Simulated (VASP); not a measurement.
# N in VASP: further runs, part 2 of 2

VASP 6.6.1. Earlier steps stand in the parts before.

### 3 Single point, r2SCAN

This run uses another cell than the first one, of 21.11 Å³/atom, 1.177 times its volume.

Contents of POSCAR:

```
N
1.0
    7.5024030000      0.0000000000      0.0000000000
    0.0000000000      7.5024030000      0.0000000000
    0.0000000000      0.0000000000      7.5024030000
N
20
Direct
    0.1986963377      0.8327465213      0.4080559255
    0.1813418981      0.8750662954      0.2710731482
    0.3360123416      0.8768523898      0.8670155416
    0.4737415465      0.9249836352      0.8764258598
    0.9157599239      0.9145069920      0.6128303158
    0.9812189508      0.9265164775      0.7406693562
    0.9431244896      0.5722566490      0.9138272098
    0.9598924505      0.5753356625      1.0564215225
    0.9126809104      0.5001464198      0.4777136072
    0.9298487431      0.3560325938      0.4740881022
    0.4535346875      0.4985336032      0.9739945988
    0.5115960846      0.4498025499      0.8498610379
    0.1341170289      0.2065871428      0.1433274112
    0.2206093168      0.2364309142      0.0319630924
    0.8080344391      0.1305714982      0.0023459150
    0.7077599004      0.1930714732      0.0893980235
    0.6261193913      0.8724537991      0.3044491212
    0.6621611769      0.7474271910      0.2377771495
    0.3625638345      0.4560005641      0.4298756012
    0.4686365155      0.3593515304      0.4129077044
```

Contents of INCAR.step1:

```
PREC = Accurate
ENCUT = 520
ISMEAR = -1
SIGMA = 0.05
LREAL = Auto
LASPH = True
NELM = 100
NBANDS = 66
GGA = PE
ALGO = Normal
EDIFF = 1E-4
LWAVE = True
LCHARG = False
```

Contents of INCAR.step2:

```
PREC = Accurate
ENCUT = 520
EDIFF = 1E-6
ISMEAR = -1
SIGMA = 0.05
LREAL = Auto
LASPH = True
NELM = 100
ALGO = Normal
ISIF = 2
LWAVE = False
LCHARG = False
METAGGA = R2SCAN
LMIXTAU = True
NBANDS = 66
ISTART = 1
```

Contents of KPOINTS:

```
Automatic mesh
0
Gamma
  1 1 1
```

Potentials or basis: VASP PAW PBE potentials, release 64 (N).

Run with:

```bash
$ cat potpaw_PBE.64/N/POTCAR > POTCAR
$ cp INCAR.step1 INCAR
$ mpirun -np 1 vasp_gam > vasp.out
$ cp INCAR.step2 INCAR
$ mpirun -np 1 vasp_gam > vasp.out
```

OUTCAR:

```text
PREC = Accurate
   ENCUT = 520
   EDIFF = 1E-6
   ISMEAR = -1
   LREAL = Auto
   LASPH = True
   NELM = 100
   ISIF = 2
   METAGGA = R2SCAN
   ISTART = 1

 ion  position               nearest neighbor table
   1  0.199  0.833  0.408-   2 1.08
   2  0.181  0.875  0.271-   1 1.08
   3  0.336  0.877  0.867-   4 1.10
   4  0.474  0.925  0.876-   3 1.10
   5  0.916  0.915  0.613-   6 1.08
   6  0.981  0.927  0.741-   5 1.08
[... 12 lines left out ...]
  19  0.363  0.456  0.430-  20 1.08
  20  0.469  0.359  0.413-  19 1.08

  LATTYP: Found a simple cubic cell.
 ALAT       =     7.5024030000

  Lattice vectors:

 A1 = (   7.5024030000,   0.0000000000,   0.0000000000)
 A2 = (   0.0000000000,   7.5024030000,   0.0000000000)
 A3 = (   0.0000000000,   0.0000000000,   7.5024030000)

Analysis of symmetry for initial positions (statically):
=====================================================================
 Subroutine PRICEL returns:
 Original cell was already a primitive cell.

 Routine SETGRP: Setting up the symmetry group for a
 simple cubic supercell.

 Subroutine GETGRP returns: Found  1 space group operations
 (whereof  1 operations were pure point group operations)
 out of a pool of 48 trial point group operations.

The static configuration has the point symmetry C_1 .

Analysis of symmetry for dynamics (positions and initial velocities):
=====================================================================
 Subroutine PRICEL returns:
 Original cell was already a primitive cell.

 Routine SETGRP: Setting up the symmetry group for a
 simple cubic supercell.

 Subroutine GETGRP returns: Found  1 space group operations
 (whereof  1 operations were pure point group operations)
 out of a pool of 48 trial point group operations.

The dynamic configuration has the point symmetry C_1 .

 Subroutine INISYM returns: Found  1 space group operations
 (whereof  1 operations are pure point group operations),
 and found     1 'primitive' translations

----------------------------------------------------------------------------------------

                                     Primitive cell

  volume of cell :     422.2806

  direct lattice vectors                    reciprocal lattice vectors
     7.502403000  0.000000000  0.000000000     0.133290627  0.000000000  0.000000000
     0.000000000  7.502403000  0.000000000     0.000000000  0.133290627  0.000000000
     0.000000000  0.000000000  7.502403000     0.000000000  0.000000000  0.133290627

  length of vectors
     7.502403000  7.502403000  7.502403000     0.133290627  0.133290627  0.133290627

  position of ions in fractional coordinates (direct lattice)
     0.198696338  0.832746521  0.408055926
     0.181341898  0.875066295  0.271073148
     0.336012342  0.876852390  0.867015542
     0.473741547  0.924983635  0.876425860
     0.915759924  0.914506992  0.612830316
     0.981218951  0.926516478  0.740669356
[... 12 lines left out ...]
     0.362563835  0.456000564  0.429875601
     0.468636516  0.359351530  0.412907704

  ion indices of the primitive-cell ions
   primitive index   ion index
                 1           1
                 2           2
                 3           3
                 4           4
                 5           5
                 6           6
[... 12 lines left out ...]
                19          19
                20          20

----------------------------------------------------------------------------------------

 KPOINTS: Automatic mesh

Automatic generation of k-mesh.
 Grid dimensions read from file:
 generate k-points for:    1    1    1

 Generating k-lattice:

  Cartesian coordinates                     Fractional coordinates (reciprocal lattice)
     0.133290627  0.000000000  0.000000000     1.000000000  0.000000000  0.000000000
     0.000000000  0.133290627  0.000000000     0.000000000  1.000000000  0.000000000
     0.000000000  0.000000000  0.133290627     0.000000000  0.000000000  1.000000000

  Length of vectors
     0.133290627  0.133290627  0.133290627

  Shift w.r.t. Gamma in fractional coordinates (k-lattice)
     0.000000000  0.000000000  0.000000000

 Subroutine IBZKPT returns following result:
 ===========================================

 Found      1 irreducible k-points:

 Following reciprocal coordinates:
            Coordinates               Weight
  0.000000  0.000000  0.000000      1.000000
   k-points           NKPTS =      1   k-points in BZ     NKDIM =      1   number of bands    NBANDS=     66
   number of dos      NEDOS =    301   number of ions     NIONS =     20
   total plane-waves  NPLWV = 175616
   dimension x,y,z NGX =    56 NGY =   56 NGZ =   56
   dimension x,y,z NGXF=   112 NGYF=  112 NGZF=  112
   ions per type =              20
   NGX,Y,Z   is equivalent  to a cutoff of  12.41, 12.41, 12.41 a.u.
   NGXF,Y,Z  is equivalent  to a cutoff of  24.82, 24.82, 24.82 a.u.
 SYSTEM =  unknown system
   PREC   = accura    normal or accurate (medium, high low for compatibility)
   ISTART =      1    job   : 0-new  1-cont  2-samecut
   ICHARG =      0    charge: 1-file 2-atom 10-const
   ISPIN  =      1    spin polarized calculation?
   LNONCOLLINEAR =      F non collinear calculations
   LSORBIT =      F    spin-orbit coupling
   LASPH  =      T    aspherical Exc in radial PAW
   ENCUT  =  520.0 eV  38.22 Ry    6.18 a.u.  13.95 13.95 13.95*2*pi/ulx,y,z
   NELM   =    100;   NELMIN=  2; NELMDL=  0     # of ELM steps
   EDIFF  = 0.1E-05   stopping-criterion for ELM
   LREAL  =      T    real-space projection
   EDIFFG = 0.1E-04   stopping-criterion for IOM
   NSW    =      0    number of steps for IOM
   IBRION =     -1    ionic relax: 0-MD 1-quasi-New 2-CG
   NFREE  =      0    steps in history (QN), initial steepest desc. (CG)
   ISIF   =      2    stress and relaxation
   ISYM   =      2    0-nonsym 1-usesym 2-fastsym
   POTIM  = 0.5000    time-step for ionic-motion
   TEBEG  =    0.0;   TEEND  =   0.0 temperature during run
   PSTRESS=    0.0 pullay stress
   NELECT =     100.0000    total number of electrons
   NUPDOWN=      -1.0000    fix difference up-down
   EMIN   =  10.00;   EMAX   =-10.00  energy-range for DOS
   EFERMI =   0.00;   METHOD = LEGACY
   ISMEAR =    -1;   SIGMA  =   0.05  broadening in eV -4-tet -1-fermi 0-gaus
   EFERMI_NEDOS =   21; number of points for ismear=-14 and -15
   IALGO  =     38    algorithm
   IMIX   =      4    mixing-type and parameters
     AMIX     =   0.40;   BMIX     =  1.00
     AMIX_MAG =   1.60;   BMIX_MAG =  1.00
  volume/ion in A,a.u.               =      21.11       142.48
  Fermi-wavevector in a.u.,A,eV,Ry     =   1.012841  1.913991 13.957484  1.025846
  Thomas-Fermi vector in A             =   2.145974
   LORBIT       =      0    0 simple, 1 ext, 2 COOP (PROOUT), +10 PAW based schemes
   METAGGA = R2SCAN    functional components
   LHFCALC =     F    Hartree Fock is set to
   AEXX    =    0.0000 exact exchange contribution
   IVDW    =     0    specifies the selected vdW correction
   LEPSILON=     F    determine dielectric tensor
   LRPA    =     F    only Hartree local field effects (RPA)
 non-spin polarized calculation
  energy-cutoff  :      520.00
  volume of cell :      422.28
 maximum number of plane-waves:      5682
 NGX is ok and might be reduce to    54
   NGX = 27   NGY = 27   NGZ = 27

 number of electron      99.9999999 magnetization

 Free energy of the ion-electron system (eV)
  ---------------------------------------------------
  ext. energy  EPLUGINS =         0.00000000
  ---------------------------------------------------
  free energy    TOTEN  =      -181.26580685 eV

  energy without entropy =     -181.26580685  energy(sigma->0) =     -181.26580685

 E-fermi :  -5.1322     XC(G=0):  -6.7771

 val. band max:       -6.3327425100   @ k =   0.0000   0.0000   0.0000
 cond. band min:       1.3403681460   @ k =   0.0000   0.0000   0.0000
 fundamental gap:      7.6731106560
 Fermi energy:        -5.1322052800

 k-point     1 :       0.0000    0.0000    0.0000
  band No.  band energies     occupation
      1     -26.5794      2.00000
      2     -26.4912      2.00000
      3     -26.3842      2.00000
      4     -26.3508      2.00000
      5     -26.3319      2.00000
      6     -26.2342      2.00000
[... 54 lines left out ...]
     61       2.1251      0.00000
     62       2.2014      0.00000
 [bands above 62 left out]

------------------------ aborting loop because EDIFF is reached ----------------------------------------

  FORCE on cell =-STRESS in cart. coord.  units (eV):
  Direction    XX          YY          ZZ          XY          YZ          ZX
  --------------------------------------------------------------------------------------
  -------------------------------------------------------------------------------------
  Total       11.0135219     10.6662190     20.8799546     -2.5619924      0.5656246     -1.3958543
  in kB       41.7864651     40.4687614     79.2207528     -9.7204696      2.1460396     -5.2960187
  external PRESSURE =      53.8253264 kB  Pullay stress =       0.0000000 kB

 VOLUME and BASIS-vectors are now :
 -----------------------------------------------------------------------------
  energy-cutoff  :      520.00
  volume of cell :      422.28
      direct lattice vectors                 reciprocal lattice vectors
     7.502403000  0.000000000  0.000000000     0.133290627  0.000000000  0.000000000
     0.000000000  7.502403000  0.000000000     0.000000000  0.133290627  0.000000000
     0.000000000  0.000000000  7.502403000     0.000000000  0.000000000  0.133290627

 POSITION                                       TOTAL-FORCE (eV/Angst)
 -----------------------------------------------------------------------------------
      1.49070      6.24760      3.06140         0.713917     -1.183260      3.740198
      1.36050      6.56510      2.03370        -0.466241      0.904959     -3.818744
      2.52090      6.57850      6.50470        -1.410715     -0.636206     -0.107372
      3.55420      6.93960      6.57530         1.545567      0.528447     -0.003131
      6.87040      6.86100      4.59770        -2.268697     -0.295282     -3.879742
      7.36150      6.95110      5.55680         1.945262      0.389228      3.872695
[... 12 lines left out ...]
      2.72010      3.42110      3.22510        -2.895759      2.605038      0.455028
      3.51590      2.69600      3.09780         2.924558     -2.670015     -0.416733
 -----------------------------------------------------------------------------------
    total drift:                                0.000422     -0.002379      0.001398

  FREE ENERGIE OF THE ION-ELECTRON SYSTEM (eV)
  ---------------------------------------------------
  free  energy   TOTEN  =      -181.2658068456 eV

  energy  without entropy=     -181.2658068456  energy(sigma->0) =     -181.26580685
```

Run time: 97 s. Hardware: 1 thread of Intel Xeon Platinum 8481C at 2.70GHz (Sapphire Rapids), shared host; peak memory 0.42 GiB.

Results:

- Free energy: -181.2658 eV
- Pressure: 5.4 GPa
- Largest force: 5.260 eV/Å
- Band gap on the k mesh: 7.67 eV

Forces in eV/Å, atoms in the order of the input:
```
N    0.714 -1.183  3.740
N   -0.466  0.905 -3.819
N   -1.411 -0.636 -0.107
N    1.546  0.528 -0.003
N   -2.269 -0.295 -3.880
N    1.945  0.389  3.873
N   -0.635 -0.161 -5.219
N    0.720  0.123  5.168
N   -0.382  2.971  0.087
N    0.334 -2.995 -0.001
N   -0.896  1.052  2.133
N    1.091 -0.761 -2.273
N   -2.511 -0.665  3.481
N    2.487  0.655 -3.446
N    0.409 -0.260 -0.447
N   -0.590  0.415  0.546
N   -0.448  1.358  0.830
N    0.334 -1.375 -0.702
N   -2.896  2.605  0.455
N    2.925 -2.670 -0.417
```

Caveat: the k points lie up to 0.84 Å⁻¹ apart; the standard files for N, O and F lose accuracy on very short bonds; the PAW data sets were made with another functional, which shifts forces and pressure a little.

### 4 Single point, r2SCAN

This run uses another cell than the first one, of 25.74 Å³/atom, 1.435 times its volume.

Contents of POSCAR:

```
N
1.0
    8.0146010000      0.0000000000      0.0000000000
    0.0000000000      8.0146010000      0.0000000000
    0.0000000000      0.0000000000      8.0146010000
N
20
Direct
    0.2058368221      0.8176701498      0.4022907691
    0.1933346401      0.8625008282      0.2744615733
    0.3459186552      0.8679408994      0.8646718658
    0.4666857402      0.9360416071      0.8746786022
    0.9093528174      0.9030268631      0.6118832366
    0.9770667311      0.9252862370      0.7280462246
    0.9209067301      0.5760735937      0.9215305915
    0.9591494324      0.5806028273      1.0523293674
    0.9087539105      0.4922640566      0.4766924766
    0.9366030823      0.3570358649      0.4778528588
    0.4466972217      0.5071244345      0.9725250203
    0.4918523081      0.4569659800      0.8521447294
    0.1470940350      0.2036408300      0.1378234550
    0.2144585863      0.2390012928      0.0250168411
    0.8104084034      0.1271928571      0.0150475364
    0.7133106190      0.1944700678      0.0817757490
    0.6174480801      0.8803432635      0.2992912560
    0.6602200159      0.7571805508      0.2542359875
    0.3663563539      0.4505776395      0.4345444021
    0.4603597858      0.3571356827      0.4217178123
```

Contents of INCAR.step1:

```
SYSTEM = N
PREC     = Accurate       ! precision mode
ENCUT    = 520            ! plane-wave cutoff, eV
ISMEAR   = -1             ! smearing method
SIGMA    = 0.05           ! smearing width, eV
LREAL    = Auto         
LASPH    = .TRUE.         ! aspherical terms in the spheres
NELM     = 80             ! most SCF steps
NBANDS   = 66             ! bands
GGA      = PE             ! functional
ALGO     = Normal         ! electronic algorithm
EDIFF    = 1E-4           ! SCF threshold, eV
LWAVE    = .TRUE.         ! write WAVECAR
LCHARG   = .FALSE.        ! write CHGCAR
```

Contents of INCAR.step2:

```
SYSTEM = N
PREC     = Accurate       ! precision mode
ENCUT    = 520            ! plane-wave cutoff, eV
EDIFF    = 1E-6           ! SCF threshold, eV
ISMEAR   = -1             ! smearing method
SIGMA    = 0.05           ! smearing width, eV
LREAL    = Auto         
LASPH    = .TRUE.         ! aspherical terms in the spheres
NELM     = 80             ! most SCF steps
ALGO     = Normal         ! electronic algorithm
ISIF     = 2              ! what is computed and relaxed
LWAVE    = .FALSE.        ! write WAVECAR
LCHARG   = .TRUE.         ! write CHGCAR
METAGGA  = R2SCAN         ! meta-GGA
LMIXTAU  = .TRUE.       
LELF     = .TRUE.         ! ELF
LVHAR    = .TRUE.       
NBANDS   = 66             ! bands
ISTART   = 1
```

Contents of KPOINTS:

```
regular mesh
0
G
  1 1 1
  0 0 0
```

Potentials or basis: VASP PAW PBE potentials, release 64 (N).

Run with:

```bash
$ cat potpaw_PBE.64/N/POTCAR > POTCAR
$ cp INCAR.step1 INCAR
$ mpirun -np 1 vasp_gam > vasp.out
$ cp INCAR.step2 INCAR
$ mpirun -np 1 vasp_gam > vasp.out
```

OUTCAR:

```text
SYSTEM = N
   PREC = Accurate
   ENCUT = 520
   EDIFF = 1E-6
   ISMEAR = -1
   LREAL = Auto
   LASPH = .TRUE.
   NELM = 80
   ISIF = 2
   METAGGA = R2SCAN
   ISTART = 1

 ion  position               nearest neighbor table
   1  0.206  0.818  0.402-   2 1.09
   2  0.193  0.863  0.274-   1 1.09
   3  0.346  0.868  0.865-   4 1.11
[... 291 lines left out ...]
  -------------------------------------------------------------------------------------
  Total        6.9556831      5.7825013      9.9552674     -5.2407364      0.2023070     -1.2741832
  in kB       21.6473455     17.9961915     30.9825953    -16.3101208      0.6296161     -3.9654889
  external PRESSURE =      23.5420441 kB  Pullay stress =       0.0000000 kB

 VOLUME and BASIS-vectors are now :
 -----------------------------------------------------------------------------
  energy-cutoff  :      520.00
  volume of cell :      514.81
      direct lattice vectors                 reciprocal lattice vectors
     8.014601000  0.000000000  0.000000000     0.124772275  0.000000000  0.000000000
     0.000000000  8.014601000  0.000000000     0.000000000  0.124772275  0.000000000
     0.000000000  0.000000000  8.014601000     0.000000000  0.000000000  0.124772275

 POSITION                                       TOTAL-FORCE (eV/Angst)
 -----------------------------------------------------------------------------------
      1.64970      6.55330      3.22420         0.310369     -0.896484      2.623683
      1.54950      6.91260      2.19970        -0.248198      0.818959     -2.649056
      2.77240      6.95620      6.93000         0.994775      0.539526      0.068125
      3.74030      7.50200      7.01020        -0.983508     -0.551336     -0.110975
      7.28810      7.23740      4.90400        -1.304138     -0.366558     -2.057643
      7.83080      7.41580      5.83500         1.216882      0.410487      2.056157
[... 12 lines left out ...]
      2.93620      3.61120      3.48270        -5.196691      5.139407      0.693543
      3.68960      2.86230      3.37990         5.221976     -5.180444     -0.704136
 -----------------------------------------------------------------------------------
    total drift:                               -0.000115      0.000959     -0.001773

  FREE ENERGIE OF THE ION-ELECTRON SYSTEM (eV)
  ---------------------------------------------------
  free  energy   TOTEN  =      -181.8806272467 eV

  energy  without entropy=     -181.8806272466  energy(sigma->0) =     -181.88062725
```

It took 2 min on 1 thread of Intel Xeon Platinum 8481C at 2.70GHz (Sapphire Rapids), shared host; peak memory 0.5 GiB.

Results:

- Free energy: -181.8806 eV
- Pressure: 2.4 GPa
- Largest force: 7.389 eV/Å
- Band gap on the k mesh: 8.05 eV

Forces on the atoms (eV/Å):
```
N    0.310 -0.896  2.624
N   -0.248  0.819 -2.649
N    0.995  0.540  0.068
N   -0.984 -0.551 -0.111
N   -1.304 -0.367 -2.058
N    1.217  0.410  2.056
N   -0.683 -0.096 -2.280
N    0.708  0.075  2.272
N   -0.014  0.037  0.003
N    0.002 -0.047  0.023
N    0.059  0.093  0.058
N    0.073  0.019 -0.090
N   -1.302 -0.605  2.340
N    1.270  0.571 -2.300
N    2.306 -1.641 -1.628
N   -2.391  1.712  1.648
N   -0.079  0.156  0.104
N    0.039 -0.188 -0.070
N   -5.197  5.139  0.694
N    5.222 -5.180 -0.704
```

Caveat: the k points lie up to 0.78 Å⁻¹ apart; the standard files for N, O and F lose accuracy on very short bonds; the PAW data sets were made with another functional, which shifts forces and pressure a little.

### 5 The runs side by side

| cell | gap on the mesh (eV) | pressure (GPa) | largest force (eV/Å) |
| --- | --- | --- | --- |
| a = 7.106 Å, 20 atoms | 7.23 | 6.7 | 3.85 |
| a = 7.502 Å, 20 atoms | 7.67 | 5.4 | 5.26 |
| a = 8.015 Å, 20 atoms | 8.05 | 2.4 | 7.39 |

Alike in all rows: task single point; level r2SCAN; potentials or basis VASP PAW PBE potentials, release 64 (N); no spin polarisation; k mesh 1 × 1 × 1; cutoff (eV) 520; smearing fermi-dirac 0.05 eV.

Caveats: all runs use coarse meshes; the standard files for N, O and F lose accuracy on very short bonds; the PAW data sets were made with another functional, which shifts forces and pressure a little.

Total energies depend on the potentials used, so only differences within one code and one set of settings carry meaning.
